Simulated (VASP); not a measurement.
# Mg (P6/mmm) in VASP: further runs

The runs below take Mg through single point, with PBE.

Program: VASP 6.6.1. These are calculated values, not measurements. Logs are shortened: lines on timing, memory, paths and dates and some standing lists are left out, and cuts for length are marked.

### Step 1. The cell of the first run

It takes space group P6/mmm (No. 191, hexagonal). The conventional cell has a = 2.828 Å, b = 2.828 Å, c = 2.712 Å, α = 90.00°, β = 90.00°, γ = 120.00°. Within 3.6 Å of Mg (site symmetry 6/mmm) lie 8 Mg at 2.71 to 2.83 Å.

This isn't the form of Mg at room conditions, which is hcp.

### Step 2. Single point, PBE

The input, INCAR:

```
PREC = Accurate
ENCUT = 520
EDIFF = 1E-6
ISMEAR = -1
SIGMA = 0.1
LREAL = False
LASPH = True
NELM = 100
ALGO = Normal
ISIF = 2
LWAVE = False
LCHARG = False
GGA = PE
NBANDS = 7
```

The input, KPOINTS:

```
Automatic mesh
0
Gamma
  16 16 14
```

The input, POSCAR:

```
Mg
1.0
    2.8277584549      0.0000000000      0.0000000000
   -1.4138792275      2.4489106577      0.0000000000
    0.0000000000      0.0000000000      2.7124876600
Mg
1
Direct
    0.0000000000      0.0000000000      0.0000000000
```

Potentials or basis: VASP PAW PBE potentials, release 64 (Mg).

On the command line:

```bash
cat potpaw_PBE.64/Mg/POTCAR > POTCAR
mpirun -np 1 vasp_std > vasp.out
```

OUTCAR:

```text
PREC = Accurate
   ENCUT = 520
   EDIFF = 1E-6
   ISMEAR = -1
   LREAL = False
   LASPH = True
   NELM = 100
   ISIF = 2
   GGA = PE

 ion  position               nearest neighbor table
   1  0.000  0.000  0.000-

  LATTYP: Found a hexagonal cell.
 ALAT       =     2.8277584549
 C/A-ratio  =     0.9592359826

  Lattice vectors:

 A1 = (   2.8277584549,   0.0000000000,   0.0000000000)
 A2 = (  -1.4138792275,   2.4489106577,   0.0000000000)
 A3 = (   0.0000000000,   0.0000000000,   2.7124876600)

Analysis of symmetry for initial positions (statically):
=====================================================================
 Subroutine PRICEL returns:
 Original cell was already a primitive cell.

 Routine SETGRP: Setting up the symmetry group for a
 hexagonal supercell.

 Subroutine GETGRP returns: Found 24 space group operations
 (whereof 24 operations were pure point group operations)
 out of a pool of 24 trial point group operations.

The static configuration has the point symmetry D_6h.

Analysis of symmetry for dynamics (positions and initial velocities):
=====================================================================
 Subroutine PRICEL returns:
 Original cell was already a primitive cell.

 Routine SETGRP: Setting up the symmetry group for a
 hexagonal supercell.

 Subroutine GETGRP returns: Found 24 space group operations
 (whereof 24 operations were pure point group operations)
 out of a pool of 24 trial point group operations.

The dynamic configuration has the point symmetry D_6h.

 Subroutine INISYM returns: Found 24 space group operations
 (whereof 24 operations are pure point group operations),
 and found     1 'primitive' translations

----------------------------------------------------------------------------------------

                                     Primitive cell

  volume of cell :      18.7838

  direct lattice vectors                    reciprocal lattice vectors
     2.827758455  0.000000000  0.000000000     0.353636994  0.204172414  0.000000000
    -1.413879228  2.448910658  0.000000000     0.000000000  0.408344827  0.000000000
     0.000000000  0.000000000  2.712487660     0.000000000  0.000000000  0.368665272

  length of vectors
     2.827758455  2.827758455  2.712487660     0.408344827  0.408344827  0.368665272

  position of ions in fractional coordinates (direct lattice)
     0.000000000  0.000000000  0.000000000

  ion indices of the primitive-cell ions
   primitive index   ion index
                 1           1

----------------------------------------------------------------------------------------

 KPOINTS: Automatic mesh

Automatic generation of k-mesh.
 Grid dimensions read from file:
 generate k-points for:   16   16   14

 Generating k-lattice:

  Cartesian coordinates                     Fractional coordinates (reciprocal lattice)
     0.022102312  0.012760776  0.000000000     0.062500000  0.000000000  0.000000000
     0.000000000  0.025521552  0.000000000     0.000000000  0.062500000  0.000000000
     0.000000000  0.000000000  0.026333234     0.000000000  0.000000000  0.071428571

  Length of vectors
     0.025521552  0.025521552  0.026333234

  Shift w.r.t. Gamma in fractional coordinates (k-lattice)
     0.000000000  0.000000000  0.000000000

 Subroutine IBZKPT returns following result:
 ===========================================

 Found    240 irreducible k-points:

 Following reciprocal coordinates:
            Coordinates               Weight
  0.000000  0.000000  0.000000      1.000000
  0.062500  0.000000  0.000000      6.000000
  0.125000  0.000000  0.000000      6.000000
  0.187500  0.000000  0.000000      6.000000
  0.250000  0.000000  0.000000      6.000000
  0.312500 -0.000000  0.000000      6.000000
[... 16 lines left out ...]
  0.187500  0.187500  0.000000      6.000000
  0.250000  0.187500  0.000000     12.000000
 [... further k-points ...]
   k-points           NKPTS =    240   k-points in BZ     NKDIM =    240   number of bands    NBANDS=      7
   number of dos      NEDOS =    301   number of ions     NIONS =      1
   total plane-waves  NPLWV =  11520
   dimension x,y,z NGX =    24 NGY =   24 NGZ =   20
   dimension x,y,z NGXF=    48 NGYF=   48 NGZF=   40
   ions per type =               1
   NGX,Y,Z   is equivalent  to a cutoff of  14.11, 14.11, 12.26 a.u.
   NGXF,Y,Z  is equivalent  to a cutoff of  28.22, 28.22, 24.52 a.u.
 SYSTEM =  unknown system
   PREC   = accura    normal or accurate (medium, high low for compatibility)
   ISTART =      0    job   : 0-new  1-cont  2-samecut
   ICHARG =      2    charge: 1-file 2-atom 10-const
   ISPIN  =      1    spin polarized calculation?
   LNONCOLLINEAR =      F non collinear calculations
   LSORBIT =      F    spin-orbit coupling
   LASPH  =      T    aspherical Exc in radial PAW
   ENCUT  =  520.0 eV  38.22 Ry    6.18 a.u.   5.26  5.26  5.04*2*pi/ulx,y,z
   NELM   =    100;   NELMIN=  2; NELMDL= -5     # of ELM steps
   EDIFF  = 0.1E-05   stopping-criterion for ELM
   LREAL  =      F    real-space projection
   EDIFFG = 0.1E-04   stopping-criterion for IOM
   NSW    =      0    number of steps for IOM
   IBRION =     -1    ionic relax: 0-MD 1-quasi-New 2-CG
   NFREE  =      0    steps in history (QN), initial steepest desc. (CG)
   ISIF   =      2    stress and relaxation
   ISYM   =      2    0-nonsym 1-usesym 2-fastsym
   POTIM  = 0.5000    time-step for ionic-motion
   TEBEG  =    0.0;   TEEND  =   0.0 temperature during run
   PSTRESS=    0.0 pullay stress
   NELECT =       2.0000    total number of electrons
   NUPDOWN=      -1.0000    fix difference up-down
   EMIN   =  10.00;   EMAX   =-10.00  energy-range for DOS
   EFERMI =   0.00;   METHOD = LEGACY
   ISMEAR =    -1;   SIGMA  =   0.10  broadening in eV -4-tet -1-fermi 0-gaus
   EFERMI_NEDOS =   21; number of points for ismear=-14 and -15
   IALGO  =     38    algorithm
   IMIX   =      4    mixing-type and parameters
     AMIX     =   0.40;   BMIX     =  1.00
     AMIX_MAG =   1.60;   BMIX_MAG =  1.00
  volume/ion in A,a.u.               =      18.78       126.76
  Fermi-wavevector in a.u.,A,eV,Ry     =   0.775932  1.466299  8.191672  0.602071
  Thomas-Fermi vector in A             =   1.878304
   LORBIT       =      0    0 simple, 1 ext, 2 COOP (PROOUT), +10 PAW based schemes
   GGA     = PE    functional components
   LHFCALC =     F    Hartree Fock is set to
   AEXX    =    0.0000 exact exchange contribution
   IVDW    =     0    specifies the selected vdW correction
   LEPSILON=     F    determine dielectric tensor
   LRPA    =     F    only Hartree local field effects (RPA)
 non-spin polarized calculation
  energy-cutoff  :      520.00
  volume of cell :       18.78
 maximum number of plane-waves:       515
 NGX is ok and might be reduce to    24
   NGX = 11   NGY = 11   NGZ = 11

 number of electron       2.0000000 magnetization

 Free energy of the ion-electron system (eV)
  ---------------------------------------------------
  ext. energy  EPLUGINS =         0.00000000
  ---------------------------------------------------
  free energy    TOTEN  =        -1.04018639 eV

  energy without entropy =       -1.02848681  energy(sigma->0) =       -1.03433660

 E-fermi :   3.8126     XC(G=0):  -9.1246

 val. band max:        3.7534292864   @ k =   0.4375   0.0000   0.0714
 cond. band min:       3.8551028980   @ k =   0.2500   0.0000   0.4286
 fundamental gap:      0.1016736117
 Fermi energy:         3.8125914778

 k-point     1 :       0.0000    0.0000    0.0000
  band No.  band energies     occupation
      1      -4.0626      2.00000
      2      13.2693      0.00000
      3      15.4530      0.00000
      4      17.6437      0.00000
      5      17.6437      0.00000
      6      19.9555      0.00000
      7      19.9555      0.00000

 k-point     2 :       0.0625    0.0000    0.0000
  band No.  band energies     occupation
      1      -3.9641      2.00000
      2      13.2289      0.00000
      3      15.5268      0.00000
      4      16.1716      0.00000
      5      17.1764      0.00000
      6      19.7982      0.00000
      7      20.5856      0.00000

 k-point     3 :       0.1250    0.0000    0.0000
  band No.  band energies     occupation
      1      -3.6694      2.00000
      2      12.8289      0.00000
      3      14.3223      0.00000
      4      15.7482      0.00000
      5      16.3644      0.00000
      6      19.3702      0.00000
      7      21.8846      0.00000

 k-point     4 :       0.1875    0.0000    0.0000
  band No.  band energies     occupation
      1      -3.1809      2.00000
      2      11.1856      0.00000
      3      13.7016      0.00000
      4      15.5937      0.00000
      5      16.1174      0.00000
      6      19.0726      0.00000
      7      23.4617      0.00000

 k-point     5 :       0.2500    0.0000    0.0000
  band No.  band energies     occupation
      1      -2.5023      2.00000
      2       9.1497      0.00000
      3      13.4994      0.00000
      4      14.9422      0.00000
      5      16.6334      0.00000
      6      19.1028      0.00000
      7      25.2282      0.00000
[... 161 lines left out ...]
 k-point    22 :       0.4375    0.1250    0.0000
  band No.  band energies     occupation
      1       1.8943      2.00000
      2       2.7324      1.99996
      3       9.5995      0.00000
      4      17.1959      0.00000
      5      19.6740      0.00000
      6      21.7765      0.00000
      7      22.0761      0.00000

 k-point    23 :       0.1875    0.1875    0.0000
  band No.  band energies     occupation
      1      -1.4488      2.00000
      2       8.2329      0.00000
      3       9.3632      0.00000
      4      17.1965      0.00000
      5      17.4496      0.00000
      6      21.8820      0.00000
      7      22.9515      0.00000

 k-point    24 :       0.2500    0.1875    0.0000
  band No.  band energies     occupation
      1      -0.5057      2.00000
      2       6.6723      0.00000
      3       8.5403      0.00000
      4      17.9619      0.00000
      5      18.1844      0.00000
      6      21.9761      0.00000
      7      24.2005      0.00000

 [... further k-points ...]

------------------------ aborting loop because EDIFF is reached ----------------------------------------

  FORCE on cell =-STRESS in cart. coord.  units (eV):
  Direction    XX          YY          ZZ          XY          YZ          ZX
  --------------------------------------------------------------------------------------
  -------------------------------------------------------------------------------------
  Total        1.7569428      1.7569428      1.7564218     -0.0000000     -0.0000000      0.0000000
  in kB      149.8598130    149.8598130    149.8153701     -0.0000000     -0.0000000      0.0000000
  external PRESSURE =     149.8449987 kB  Pullay stress =       0.0000000 kB

 VOLUME and BASIS-vectors are now :
 -----------------------------------------------------------------------------
  energy-cutoff  :      520.00
  volume of cell :       18.78
      direct lattice vectors                 reciprocal lattice vectors
     2.827758455  0.000000000  0.000000000     0.353636994  0.204172414  0.000000000
    -1.413879228  2.448910658  0.000000000     0.000000000  0.408344827  0.000000000
     0.000000000  0.000000000  2.712487660     0.000000000  0.000000000  0.368665272

 POSITION                                       TOTAL-FORCE (eV/Angst)
 -----------------------------------------------------------------------------------
      0.00000      0.00000      0.00000        -0.000000      0.000000      0.000000
 -----------------------------------------------------------------------------------
    total drift:                               -0.000000      0.000000      0.000000

  FREE ENERGIE OF THE ION-ELECTRON SYSTEM (eV)
  ---------------------------------------------------
  free  energy   TOTEN  =        -1.0401863946 eV

  energy  without entropy=       -1.0284868086  energy(sigma->0) =       -1.03433660
```

Run time: 22 s. Hardware: 1 thread of Intel Xeon 8259CL, shared host; peak memory 0.16 GiB.

Results:

```
Free energy            : -1.0402 eV
Pressure               : 15.0 GPa
Band gap on the k mesh : zero (bands 1 and 2 overlap by 6.15 eV)
```

Caveat: the cell stands under pressure.

### Step 3. Single point, PBE

The input, INCAR:

```
  PREC = Accurate
  ENCUT = 520
  EDIFF = 1E-6
  ISMEAR = -1
  SIGMA = 0.1
  LREAL = False
  LASPH = True
  NELM = 80
  ALGO = Normal
  ISIF = 2
  LWAVE = False
  LCHARG = False
  GGA = PE
  NBANDS = 7
```

KPOINTS is that of step 2.

The input, POSCAR:

```
Mg
1.0
    2.8270121778      0.0000000000      0.0000000000
   -1.4135060889      2.4482643628      0.0000000000
    0.0000000000      0.0000000000      2.7119019377
Mg
1
Direct
    0.0000000000      0.0000000000      0.0000000000
```

Potentials or basis: VASP PAW PBE potentials, release 64 (Mg).

On the command line:

```bash
cat potpaw_PBE.64/Mg/POTCAR > POTCAR
mpirun -np 1 vasp_std > vasp.out
```

OUTCAR:

```text
PREC = Accurate
   ENCUT = 520
   EDIFF = 1E-6
   ISMEAR = -1
   LREAL = False
   LASPH = True
   NELM = 80
   ISIF = 2
   GGA = PE

 ion  position               nearest neighbor table
   1  0.000  0.000  0.000-

  LATTYP: Found a hexagonal cell.
 ALAT       =     2.8270121778
 C/A-ratio  =     0.9592820148

  Lattice vectors:

 A1 = (   2.8270121778,   0.0000000000,   0.0000000000)
 A2 = (  -1.4135060889,   2.4482643628,   0.0000000000)
 A3 = (   0.0000000000,   0.0000000000,   2.7119019377)

Analysis of symmetry for initial positions (statically):
=====================================================================
 Subroutine PRICEL returns:
 Original cell was already a primitive cell.

 Routine SETGRP: Setting up the symmetry group for a
 hexagonal supercell.

 Subroutine GETGRP returns: Found 24 space group operations
 (whereof 24 operations were pure point group operations)
 out of a pool of 24 trial point group operations.

The static configuration has the point symmetry D_6h.

Analysis of symmetry for dynamics (positions and initial velocities):
=====================================================================
 Subroutine PRICEL returns:
 Original cell was already a primitive cell.

 Routine SETGRP: Setting up the symmetry group for a
 hexagonal supercell.

 Subroutine GETGRP returns: Found 24 space group operations
 (whereof 24 operations were pure point group operations)
 out of a pool of 24 trial point group operations.

The dynamic configuration has the point symmetry D_6h.

 Subroutine INISYM returns: Found 24 space group operations
 (whereof 24 operations are pure point group operations),
 and found     1 'primitive' translations

----------------------------------------------------------------------------------------

                                     Primitive cell

[... 105 lines left out ...]
   IALGO  =     38    algorithm
   IMIX   =      4    mixing-type and parameters
     AMIX     =   0.40;   BMIX     =  1.00
     AMIX_MAG =   1.60;   BMIX_MAG =  1.00
  volume/ion in A,a.u.               =      18.77       126.66
  Fermi-wavevector in a.u.,A,eV,Ry     =   0.776125  1.466663  8.195735  0.602370
  Thomas-Fermi vector in A             =   1.878537
   LORBIT       =      0    0 simple, 1 ext, 2 COOP (PROOUT), +10 PAW based schemes
   GGA     = PE    functional components
   LHFCALC =     F    Hartree Fock is set to
   AEXX    =    0.0000 exact exchange contribution
   IVDW    =     0    specifies the selected vdW correction
   LEPSILON=     F    determine dielectric tensor
   LRPA    =     F    only Hartree local field effects (RPA)
 non-spin polarized calculation
  energy-cutoff  :      520.00
  volume of cell :       18.77
 maximum number of plane-waves:       515
 NGX is ok and might be reduce to    24
   NGX = 11   NGY = 11   NGZ = 11

 number of electron       2.0000000 magnetization

 Free energy of the ion-electron system (eV)
  ---------------------------------------------------
  ext. energy  EPLUGINS =         0.00000000
  ---------------------------------------------------
  free energy    TOTEN  =        -1.03887749 eV

  energy without entropy =       -1.02718303  energy(sigma->0) =       -1.03303026

 E-fermi :   3.8175     XC(G=0):  -9.1271

 val. band max:        3.7585744399   @ k =   0.4375  -0.0000   0.0714
 cond. band min:       3.8596660777   @ k =   0.2500  -0.0000   0.4286
 fundamental gap:      0.1010916377
 Fermi energy:         3.8174684085

 k-point     1 :       0.0000    0.0000    0.0000
  band No.  band energies     occupation
      1      -4.0615      2.00000
      2      13.2764      0.00000
      3      15.4626      0.00000
      4      17.6540      0.00000
      5      17.6540      0.00000
      6      19.9708      0.00000
      7      19.9708      0.00000
[... 221 lines left out ...]
 k-point    24 :       0.2500    0.1875    0.0000
  band No.  band energies     occupation
      1      -0.5028      2.00000
      2       6.6782      0.00000
      3       8.5483      0.00000
      4      17.9720      0.00000
      5      18.1946      0.00000
      6      21.9898      0.00000
      7      24.2150      0.00000

 [... further k-points ...]

------------------------ aborting loop because EDIFF is reached ----------------------------------------

  FORCE on cell =-STRESS in cart. coord.  units (eV):
  Direction    XX          YY          ZZ          XY          YZ          ZX
  --------------------------------------------------------------------------------------
  -------------------------------------------------------------------------------------
  Total        1.7634026      1.7634026      1.7603798      0.0000000      0.0000000      0.0000000
  in kB      150.5227293    150.5227293    150.2647081      0.0000000      0.0000000      0.0000000
  external PRESSURE =     150.4367222 kB  Pullay stress =       0.0000000 kB

 VOLUME and BASIS-vectors are now :
 -----------------------------------------------------------------------------
  energy-cutoff  :      520.00
  volume of cell :       18.77
      direct lattice vectors                 reciprocal lattice vectors
     2.827012178  0.000000000  0.000000000     0.353730347  0.204226311  0.000000000
    -1.413506089  2.448264363  0.000000000     0.000000000  0.408452623  0.000000000
     0.000000000  0.000000000  2.711901938     0.000000000  0.000000000  0.368744897

 POSITION                                       TOTAL-FORCE (eV/Angst)
 -----------------------------------------------------------------------------------
      0.00000      0.00000      0.00000        -0.000000      0.000000      0.000000
 -----------------------------------------------------------------------------------
    total drift:                               -0.000000      0.000000      0.000000

  FREE ENERGIE OF THE ION-ELECTRON SYSTEM (eV)
  ---------------------------------------------------
  free  energy   TOTEN  =        -1.0388774924 eV

  energy  without entropy=       -1.0271830297  energy(sigma->0) =       -1.03303026
```

OSZICAR:

```text
N       E                     dE             d eps       ncg     rms          rms(c)
DAV:   1    -0.378115113101E+00   -0.37812E+00   -0.77014E+02  3647   0.191E+02
DAV:   2    -0.105235349776E+01   -0.67424E+00   -0.64599E+00  4354   0.117E+01
DAV:   3    -0.105467418417E+01   -0.23207E-02   -0.23197E-02  4368   0.769E-01
DAV:   4    -0.105467932829E+01   -0.51441E-05   -0.51439E-05  4858   0.259E-02
DAV:   5    -0.105467933949E+01   -0.11200E-07   -0.11209E-07  4487   0.777E-04    0.639E-01
DAV:   6    -0.104577142527E+01    0.89079E-02   -0.37788E-04  4116   0.914E-02    0.406E-01
DAV:   7    -0.103888571010E+01    0.68857E-02   -0.16932E-03  4123   0.167E-01    0.196E-02
DAV:   8    -0.103887811535E+01    0.75948E-05   -0.14600E-05  4963   0.227E-02    0.534E-03
DAV:   9    -0.103887749242E+01    0.62292E-06   -0.99743E-07  4340   0.406E-03
   1 F= -.10388775E+01 E0= -.10330303E+01  d E =-.116945E-01
```

stdout:

```text
POSCAR found type information on POSCAR Mg
 POSCAR found :  1 types and       1 ions
 scaLAPACK will be used
 LDA part: xc-table for (Slater+PW92), standard interpolation
 POSCAR, INCAR and KPOINTS ok, starting setup
 FFT: planning ... GRIDC
 FFT: planning ... GRID_SOFT
 FFT: planning ... GRID
 WAVECAR not read
 entering main loop
```

Wall time 22 s (1 thread of Intel Xeon 8259CL, shared host); peak memory 0.15 GiB.

Results:

- Free energy: -1.0389 eV
- Pressure: 15.0 GPa
- Band gap on the k mesh: zero (bands 1 and 2 overlap by 6.15 eV)

Caveat: the cell stands under pressure.
